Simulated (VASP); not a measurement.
Input of a VASP 6.6.1 run:

INCAR

```
  PREC = Accurate
  ENCUT = 500
  EDIFF = 1E-6
  ISMEAR = -1
  SIGMA = 0.05
  LREAL = F
  LASPH = T
  NELM = 120
  ALGO = Normal
  ISIF = 2
  LWAVE = F
  LCHARG = F
  GGA = PE
  NBANDS = 11
  GGA_COMPAT = F
```

File KPOINTS:

```
Automatic mesh
0
Gamma
  10 10 10
```

POSCAR

```
AlAs
1.0
    0.0000000000      2.8491449171      2.8491449171
    2.8491449171      0.0000000000      2.8491449171
    2.8491449171      2.8491449171      0.0000000000
Al As
1 1
Direct
    0.0000000000      0.0000000000      0.0000000000
    0.7500000000      0.7500000000      0.7500000000
```

Potentials or basis: VASP PAW PBE potentials, release 64 (Al, As).

Launch:

```console
$ cat potpaw_PBE.64/Al/POTCAR potpaw_PBE.64/As/POTCAR > POTCAR
$ mpirun -np 1 vasp_std > vasp.out
```

(1) Predict the pressure.

(2) Estimate the band gap on the k mesh.

Answers

(1) 1.3 GPa.

(2) 1.47 eV (least direct gap 1.90 eV).
